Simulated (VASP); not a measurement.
Here is a VASP 6.6.1 calculation.

INCAR

```
SYSTEM = LaHg2
PREC = Accurate
ENCUT = 520
EDIFF = 1E-7
ISMEAR = -1
SIGMA = 0.08
LREAL = .FALSE.
LASPH = .TRUE.
NELM = 80
ALGO = Normal
ISIF = 2
LWAVE = .FALSE.
LCHARG = .TRUE.
LELF = .TRUE.
LVHAR = .TRUE.
NBANDS = 24
```

The input KPOINTS:

```
regular mesh
0
G
  8 8 9
  0 0 0
```

POSCAR

```
LaHg2
1.0
    4.9247221298      0.0000000000      0.0000000000
   -2.4623610649      4.2649344710      0.0000000000
    0.0000000000      0.0000000000      3.6155697337
La Hg
1 2
Direct
    0.0000000000      0.0000000000      0.0000000000
    0.3333333333      0.6666666667      0.5000000000
    0.6666666667      0.3333333333      0.5000000000
```

Potentials or basis: VASP PAW LDA potentials, release 64 (La, Hg).

Launch:

```console
$ cat potpaw_LDA.64/La/POTCAR potpaw_LDA.64/Hg/POTCAR > POTCAR
$ mpirun -np 1 vasp_std > vasp.out
```

Question: Estimate the pressure.

Answer: -1.2 GPa.

Question: Predict the band gap on the k mesh.

Answer: Zero (an odd number of electrons rules out a gap without spin polarisation).

Stress tensor (GPa, compression positive):
```
-0.56  0.00  0.00
 0.00 -0.56  0.00
 0.00  0.00 -2.57
```

Caveat: spin-orbit coupling is left out, which moves the levels of the heavy elements.
